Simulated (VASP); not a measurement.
Set up this calculation in VASP 6.6.1, as the native input.

- Task: single point
- Functional: r2SCAN
- Potentials or basis: VASP PAW PBE potentials, release 64 (Ga_d, P, In_d)
- Cutoff: 520 eV
- k mesh: 4 × 4 × 4
- Occupations: gaussian, width 0.01 eV
- Spin: no spin polarisation
- Dipole correction: no
- Further INCAR settings: ALGO = Normal; EDIFF = 1e-07; NBANDS = 46

Crystal: In3GaP4.

```
Ga P In
1.0
     5.79239    0.00000    0.00000
     0.00000    5.79239    0.00000
     0.00000    0.00000    5.79239
Ga P In
1 4 3
Cartesian
  0.0000 0.0000 0.0000
  1.3835 1.3835 1.3835
  4.4088 4.4088 1.3835
  4.4088 1.3835 4.4088
  1.3835 4.4088 4.4088
  2.8962 2.8962 0.0000
  2.8962 0.0000 2.8962
  0.0000 2.8962 2.8962
```

The input as run:

POSCAR

```
In3GaP4
1.0
    5.7923851478      0.0000000000      0.0000000000
    0.0000000000      5.7923851478      0.0000000000
    0.0000000000      0.0000000000      5.7923851478
Ga P In
1 4 3
Direct
    0.0000000000      0.0000000000      0.0000000000
    0.2388565428      0.2388565428      0.2388565428
    0.7611434572      0.7611434572      0.2388565428
    0.7611434572      0.2388565428      0.7611434572
    0.2388565428      0.7611434572      0.7611434572
    0.5000000000      0.5000000000      0.0000000000
    0.5000000000      0.0000000000      0.5000000000
    0.0000000000      0.5000000000      0.5000000000
```

INCAR.step1

```
  PREC = Accurate
  ENCUT = 520
  ISMEAR = 0
  SIGMA = 0.01
  LREAL = F
  LASPH = T
  NELM = 60
  NBANDS = 46
  GGA = PE
  ALGO = Normal
  EDIFF = 1E-4
  LWAVE = T
  LCHARG = F
```

INCAR.step2

```
  PREC = Accurate
  ENCUT = 520
  EDIFF = 1E-7
  ISMEAR = 0
  SIGMA = 0.01
  LREAL = F
  LASPH = T
  NELM = 60
  ALGO = Normal
  ISIF = 2
  LWAVE = F
  LCHARG = F
  METAGGA = R2SCAN
  LMIXTAU = T
  NBANDS = 46
  ISTART = 1
```

KPOINTS

```
regular mesh
0
Gamma
  4 4 4
```

Potentials or basis: VASP PAW PBE potentials, release 64 (Ga_d, P, In_d).

Command:

```console
$ cat potpaw_PBE.64/Ga_d/POTCAR potpaw_PBE.64/P/POTCAR potpaw_PBE.64/In_d/POTCAR > POTCAR
$ cp INCAR.step1 INCAR
$ mpirun -np 1 vasp_std > vasp.out
$ cp INCAR.step2 INCAR
$ mpirun -np 1 vasp_std > vasp.out
```

Results of the run:

```yaml
Pressure: -0.1 GPa
Largest_force: 0.007 eV/Å
Band_gap_on_the_k_mesh: 1.22 eV
```

Caveat: the PAW data sets were made with another functional, which shifts forces and pressure a little; spin-orbit coupling is left out, which moves the levels of the heavy elements.

Wall time 11 min on 1 thread of Intel Xeon 8259CL, with other jobs on the host, peak memory 0.41 GiB.
